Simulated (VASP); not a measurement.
Ta3Cu, 4 atoms in the cell. It takes space group I4/mmm (No. 139, tetragonal). The conventional cell has a = 3.986 Å, b = 3.986 Å, c = 8.360 Å, α = 90.00°, β = 90.00°, γ = 90.00°. Within 3.7 Å of Ta (site symmetry 4/mmm) lie 4 Cu at 2.82 Å and 8 Ta at 2.89 Å. Ta (site symmetry -4m2) has 8 Ta at 2.82 to 2.89 Å and 4 Cu at 2.89 Å within 3.7 Å. Cu (site symmetry 4/mmm) has 12 Ta at 2.82 to 2.89 Å within 3.7 Å. 

- Program: VASP 6.6.1
- Task: single point
- Functional: PBEsol
- Potentials or basis: VASP PAW PBE potentials, release 64 (Ta_pv, Cu)
- Cutoff: 520 eV
- k mesh: 9 × 9 × 9
- Occupations: fermi-dirac, width 0.05 eV
- Spin: no spin polarisation
- Dipole correction: no
- Further INCAR settings: ALGO = Fast; EDIFF = 1e-06; NBANDS = 30

Potentials or basis: VASP PAW PBE potentials, release 64 (Ta_pv, Cu).

The run is started by

```console
$ cat potpaw_PBE.64/Ta_pv/POTCAR potpaw_PBE.64/Cu/POTCAR > POTCAR
$ mpirun -np 1 vasp_std > vasp.out
```

Hardware: 1 thread of Intel(R) Xeon(R) 6975P-C (Granite Rapids), on a shared host.

Problem. How long does it take, and how much memory?

Solution. It took 2.9 min on 1 thread of Intel(R) Xeon(R) 6975P-C (Granite Rapids) (shared host), peak memory 0.33 GiB. Counts: scf iterations 21, k points 75.
